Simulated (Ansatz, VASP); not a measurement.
**Two plane-wave programs on Ta2C**

```
Ta C
1.0
     3.09484    0.00000    0.00000
    -1.54742    2.68021    0.00000
     0.00000    0.00000    4.92200
Ta C
2 1
Direct
  0.33333 0.66667 0.25304
  0.66667 0.33333 0.74696
  0.00000 0.00000 0.00000
```

Alike in both runs: task relaxation of cell and atoms; functional PBEsol; k mesh 15 × 15 × 8; occupations fermi-dirac, width 0.15 eV; no spin polarisation.

```csv
,VASP,Ansatz
version,VASP 6.6.1,Ansatz 0.2.0
potentials or method,"VASP PAW PBE potentials, release 64 (Ta_pv, C), cutoff 600 eV","scalar-relativistic, plane waves, PAW"
valence electrons in the cell,26,30
```

|  | VASP | Ansatz | Ansatz less VASP |
| --- | --- | --- | --- |
| gap on the k mesh at the Fermi level, each at its own relaxed structure (eV) | none | none | - |
| relaxed volume (Å³/atom) | 13.63 | 13.61 | -0.019 |
| relaxed length of the cell vector where the two differ most in proportion (Å) | 3.097 | 3.096 | -0.0016 |

VASP's potentials were made for PBE, not for PBEsol. A gap of «none» marks a metal or a gap that the smearing closes. VASP's potentials hold 26 valence electrons a cell and Ansatz's 30, so a difference there can come from the potentials and not from the codes.

Spin-orbit coupling is off throughout.
